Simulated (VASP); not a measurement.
The system is In.

```
In
1.0
    -1.61456    1.61456    2.45710
     1.61456   -1.61456    2.45710
     1.61456    1.61456   -2.45710
In
1
Direct
  0.00000 0.00000 0.00000
```

Base run:

```yaml
Program: VASP 6.6.1
Functional: r2SCAN
Potentials_or_basis: VASP PAW PBE potentials, release 64 (In_d)
Cutoff: 520 eV
k_mesh: 11 × 11 × 11
Occupations: fermi-dirac, width 0.05 eV
Spin: no spin polarisation
```

Its results: pressure 1.2 GPa.

Problem. The run is repeated on the same cell with these changes: functional from r2SCAN to LDA; potentials or basis from VASP PAW PBE potentials, release 64 (In_d) to VASP PAW LDA potentials, release 64 (In_d). What comes out?

Solution. Pressure -1.8 GPa.

Caveats: the PAW data sets were made with another functional, which shifts forces and pressure a little (some runs).
